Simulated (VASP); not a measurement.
# K (Pm-3m) in VASP: a series of runs, part 2 of 2

VASP 6.6.1. The steps go on from the part before.

**3. Single point, PBE**

Contents of INCAR:

```
ALGO = Normal
EDIFF = 1E-6
ENCUT = 520
GGA = PE
ISIF = 2
ISMEAR = -1
LASPH = True
LCHARG = False
LREAL = False
LWAVE = False
NBANDS = 10
NELM = 60
PREC = Accurate
SIGMA = 0.06122561905347299
```

Contents of KPOINTS:

```
k-points
0
Gamma
  13 13 13
```

Contents of POSCAR:

```
K
1.0
    4.3836784567      0.0000000000      0.0000000000
    0.0000000000      4.3836784567      0.0000000000
    0.0000000000      0.0000000000      4.3836784567
K
1
Direct
    0.0000000000      0.0000000000      0.0000000000
```

Potentials or basis: VASP PAW PBE potentials, release 64 (K_sv).

Started as:

```bash
cat potpaw_PBE.64/K_sv/POTCAR > POTCAR
mpirun -np 1 vasp_std > vasp.out
```

OUTCAR:

```text
EDIFF = 1E-6
   ENCUT = 520
   GGA = PE
   ISIF = 2
   ISMEAR = -1
   LASPH = True
   LREAL = False
   NELM = 60
   PREC = Accurate

 ion  position               nearest neighbor table
   1  0.000  0.000  0.000-

  LATTYP: Found a simple cubic cell.
 ALAT       =     4.3836784567

  Lattice vectors:

 A1 = (   4.3836784567,   0.0000000000,   0.0000000000)
 A2 = (   0.0000000000,   4.3836784567,   0.0000000000)
 A3 = (   0.0000000000,   0.0000000000,   4.3836784567)

Analysis of symmetry for initial positions (statically):
=====================================================================
 Subroutine PRICEL returns:
 Original cell was already a primitive cell.

 Routine SETGRP: Setting up the symmetry group for a
 simple cubic supercell.

 Subroutine GETGRP returns: Found 48 space group operations
 (whereof 48 operations were pure point group operations)
 out of a pool of 48 trial point group operations.

The static configuration has the point symmetry O_h .

Analysis of symmetry for dynamics (positions and initial velocities):
=====================================================================
 Subroutine PRICEL returns:
 Original cell was already a primitive cell.

 Routine SETGRP: Setting up the symmetry group for a
 simple cubic supercell.

 Subroutine GETGRP returns: Found 48 space group operations
 (whereof 48 operations were pure point group operations)
 out of a pool of 48 trial point group operations.

The dynamic configuration has the point symmetry O_h .

 Subroutine INISYM returns: Found 48 space group operations
 (whereof 48 operations are pure point group operations),
 and found     1 'primitive' translations

----------------------------------------------------------------------------------------

                                     Primitive cell

  volume of cell :      84.2396

  direct lattice vectors                    reciprocal lattice vectors
     4.383678457  0.000000000  0.000000000     0.228118921  0.000000000  0.000000000
     0.000000000  4.383678457  0.000000000     0.000000000  0.228118921  0.000000000
     0.000000000  0.000000000  4.383678457     0.000000000  0.000000000  0.228118921

  length of vectors
     4.383678457  4.383678457  4.383678457     0.228118921  0.228118921  0.228118921

  position of ions in fractional coordinates (direct lattice)
     0.000000000  0.000000000  0.000000000

  ion indices of the primitive-cell ions
   primitive index   ion index
                 1           1

----------------------------------------------------------------------------------------

 KPOINTS: k-points

Automatic generation of k-mesh.
 Grid dimensions read from file:
 generate k-points for:   13   13   13

 Generating k-lattice:

  Cartesian coordinates                     Fractional coordinates (reciprocal lattice)
     0.017547609  0.000000000  0.000000000     0.076923077  0.000000000  0.000000000
     0.000000000  0.017547609  0.000000000     0.000000000  0.076923077  0.000000000
     0.000000000  0.000000000  0.017547609     0.000000000  0.000000000  0.076923077

  Length of vectors
     0.017547609  0.017547609  0.017547609

  Shift w.r.t. Gamma in fractional coordinates (k-lattice)
     0.000000000  0.000000000  0.000000000

 Subroutine IBZKPT returns following result:
 ===========================================

 Found     84 irreducible k-points:

 Following reciprocal coordinates:
            Coordinates               Weight
  0.000000  0.000000  0.000000      1.000000
  0.076923  0.000000  0.000000      6.000000
  0.153846  0.000000  0.000000      6.000000
  0.230769  0.000000  0.000000      6.000000
  0.307692  0.000000  0.000000      6.000000
  0.384615  0.000000  0.000000      6.000000
[... 16 lines left out ...]
  0.307692  0.307692  0.000000     12.000000
  0.384615  0.307692  0.000000     24.000000
 [... further k-points ...]
   k-points           NKPTS =     84   k-points in BZ     NKDIM =     84   number of bands    NBANDS=     10
   number of dos      NEDOS =    301   number of ions     NIONS =      1
   total plane-waves  NPLWV =  46656
   dimension x,y,z NGX =    36 NGY =   36 NGZ =   36
   dimension x,y,z NGXF=    72 NGYF=   72 NGZF=   72
   ions per type =               1
   NGX,Y,Z   is equivalent  to a cutoff of  13.65, 13.65, 13.65 a.u.
   NGXF,Y,Z  is equivalent  to a cutoff of  27.31, 27.31, 27.31 a.u.
 SYSTEM =  unknown system
   PREC   = accura    normal or accurate (medium, high low for compatibility)
   ISTART =      0    job   : 0-new  1-cont  2-samecut
   ICHARG =      2    charge: 1-file 2-atom 10-const
   ISPIN  =      1    spin polarized calculation?
   LNONCOLLINEAR =      F non collinear calculations
   LSORBIT =      F    spin-orbit coupling
   LASPH  =      T    aspherical Exc in radial PAW
   ENCUT  =  520.0 eV  38.22 Ry    6.18 a.u.   8.15  8.15  8.15*2*pi/ulx,y,z
   NELM   =     60;   NELMIN=  2; NELMDL= -5     # of ELM steps
   EDIFF  = 0.1E-05   stopping-criterion for ELM
   LREAL  =      F    real-space projection
   EDIFFG = 0.1E-04   stopping-criterion for IOM
   NSW    =      0    number of steps for IOM
   IBRION =     -1    ionic relax: 0-MD 1-quasi-New 2-CG
   NFREE  =      0    steps in history (QN), initial steepest desc. (CG)
   ISIF   =      2    stress and relaxation
   ISYM   =      2    0-nonsym 1-usesym 2-fastsym
   POTIM  = 0.5000    time-step for ionic-motion
   TEBEG  =    0.0;   TEEND  =   0.0 temperature during run
   PSTRESS=    0.0 pullay stress
   NELECT =       9.0000    total number of electrons
   NUPDOWN=      -1.0000    fix difference up-down
   EMIN   =  10.00;   EMAX   =-10.00  energy-range for DOS
   EFERMI =   0.00;   METHOD = LEGACY
   ISMEAR =    -1;   SIGMA  =   0.06  broadening in eV -4-tet -1-fermi 0-gaus
   EFERMI_NEDOS =   21; number of points for ismear=-14 and -15
   IALGO  =     38    algorithm
   IMIX   =      4    mixing-type and parameters
     AMIX     =   0.40;   BMIX     =  1.00
     AMIX_MAG =   1.60;   BMIX_MAG =  1.00
  volume/ion in A,a.u.               =      84.24       568.48
  Fermi-wavevector in a.u.,A,eV,Ry     =   0.776814  1.467965  8.210297  0.603440
  Thomas-Fermi vector in A             =   1.879370
   LORBIT       =      0    0 simple, 1 ext, 2 COOP (PROOUT), +10 PAW based schemes
   GGA     = PE    functional components
   LHFCALC =     F    Hartree Fock is set to
   AEXX    =    0.0000 exact exchange contribution
   IVDW    =     0    specifies the selected vdW correction
   LEPSILON=     F    determine dielectric tensor
   LRPA    =     F    only Hartree local field effects (RPA)
 non-spin polarized calculation
  energy-cutoff  :      520.00
  volume of cell :       84.24
 maximum number of plane-waves:      2301
 NGX is ok and might be reduce to    36
   NGX = 17   NGY = 17   NGZ = 17

 number of electron       9.0000001 magnetization

 Free energy of the ion-electron system (eV)
  ---------------------------------------------------
  ext. energy  EPLUGINS =         0.00000000
  ---------------------------------------------------
  free energy    TOTEN  =        -0.94490800 eV

  energy without entropy =       -0.93431797  energy(sigma->0) =       -0.93961299

 E-fermi :  -0.3675     XC(G=0):  -5.3235

 val. band max:       -0.4140639495   @ k =   0.4615   0.1538   0.0000
 cond. band min:      -0.3659569451   @ k =   0.4615   0.1538   0.0769
 fundamental gap:      0.0481070044
 Fermi energy:        -0.3675026947

 k-point     1 :       0.0000    0.0000    0.0000
  band No.  band energies     occupation
      1     -32.7345      2.00000
      2     -16.1804      2.00000
      3     -16.1804      2.00000
      4     -16.1804      2.00000
      5      -2.3513      2.00000
      6       2.5084      0.00000
      7       2.5084      0.00000
      8       5.6573      0.00000
      9       5.6575      0.00000
     10       5.6923      0.00000

 k-point     2 :       0.0769    0.0000    0.0000
  band No.  band energies     occupation
      1     -32.7343      2.00000
      2     -16.1844      2.00000
      3     -16.1800      2.00000
      4     -16.1800      2.00000
      5      -2.2987      2.00000
      6       2.4478      0.00000
      7       2.5352      0.00000
      8       5.3148      0.00000
      9       5.3149      0.00000
     10       5.4954      0.00000
[... 274 lines left out ...]
 k-point    24 :       0.3846    0.3077    0.0000
  band No.  band energies     occupation
      1     -32.7295      2.00000
      2     -16.2363      2.00000
      3     -16.2214      2.00000
      4     -16.1713      2.00000
      5      -0.3613      0.94976
      6       1.2170      0.00000
      7       2.1398      0.00000
      8       3.2088      0.00000
      9       4.5423      0.00000
     10       4.8772      0.00000

 [... further k-points ...]
[... 5 lines left out ...]
  --------------------------------------------------------------------------------------
  -------------------------------------------------------------------------------------
  Total       -0.0824441     -0.0824441     -0.0824441      0.0000000      0.0000000     -0.0000000
  in kB       -1.5680291     -1.5680291     -1.5680291      0.0000000      0.0000000     -0.0000000
  external PRESSURE =      -1.5680291 kB  Pullay stress =       0.0000000 kB

 VOLUME and BASIS-vectors are now :
 -----------------------------------------------------------------------------
  energy-cutoff  :      520.00
  volume of cell :       84.24
      direct lattice vectors                 reciprocal lattice vectors
     4.383678457  0.000000000  0.000000000     0.228118921  0.000000000  0.000000000
     0.000000000  4.383678457  0.000000000     0.000000000  0.228118921  0.000000000
     0.000000000  0.000000000  4.383678457     0.000000000  0.000000000  0.228118921

 POSITION                                       TOTAL-FORCE (eV/Angst)
 -----------------------------------------------------------------------------------
      0.00000      0.00000      0.00000         0.000000      0.000000      0.000000
 -----------------------------------------------------------------------------------
    total drift:                                0.000000      0.000000     -0.000000

  FREE ENERGIE OF THE ION-ELECTRON SYSTEM (eV)
  ---------------------------------------------------
  free  energy   TOTEN  =        -0.9449080045 eV

  energy  without entropy=       -0.9343179678  energy(sigma->0) =       -0.93961299
```

OSZICAR:

```text
N       E                     dE             d eps       ncg     rms          rms(c)
DAV:   1     0.466011453578E+02    0.46601E+02   -0.34750E+03  1680   0.674E+02
DAV:   2     0.788549320028E+00   -0.45813E+02   -0.45261E+02  1788   0.187E+02
DAV:   3    -0.880627061557E+00   -0.16692E+01   -0.16611E+01  2548   0.291E+01
DAV:   4    -0.944276891041E+00   -0.63650E-01   -0.63599E-01  2414   0.466E+00
DAV:   5    -0.945811696103E+00   -0.15348E-02   -0.15344E-02  2594   0.507E-01    0.162E+00
DAV:   6    -0.945221964703E+00    0.58973E-03   -0.14270E-03  2604   0.239E-01    0.101E+00
DAV:   7    -0.944853797287E+00    0.36817E-03   -0.30437E-03  2530   0.335E-01    0.694E-02
DAV:   8    -0.944902173748E+00   -0.48376E-04   -0.19359E-04  2182   0.146E-01    0.243E-02
DAV:   9    -0.944909350404E+00   -0.71767E-05   -0.26843E-05  2590   0.321E-02    0.876E-03
DAV:  10    -0.944907948671E+00    0.14017E-05   -0.31706E-06  2494   0.150E-02    0.184E-03
DAV:  11    -0.944908004488E+00   -0.55817E-07   -0.20308E-07  1126   0.301E-03
   1 F= -.94490800E+00 E0= -.93961299E+00  d E =-.105900E-01
```

stdout:

```text
POSCAR found type information on POSCAR K
 POSCAR found :  1 types and       1 ions
 scaLAPACK will be used
 LDA part: xc-table for (Slater+PW92), standard interpolation
 POSCAR, INCAR and KPOINTS ok, starting setup
 FFT: planning ... GRIDC
 FFT: planning ... GRID_SOFT
 FFT: planning ... GRID
 WAVECAR not read
 entering main loop
```

It took 28 s on 1 thread of Intel Xeon Platinum 8488C (Sapphire Rapids), shared host; peak memory 0.23 GiB.

Results:

| Quantity | Value |
| --- | --- |
| Free energy | -0.9449 eV |
| Pressure | -0.2 GPa |
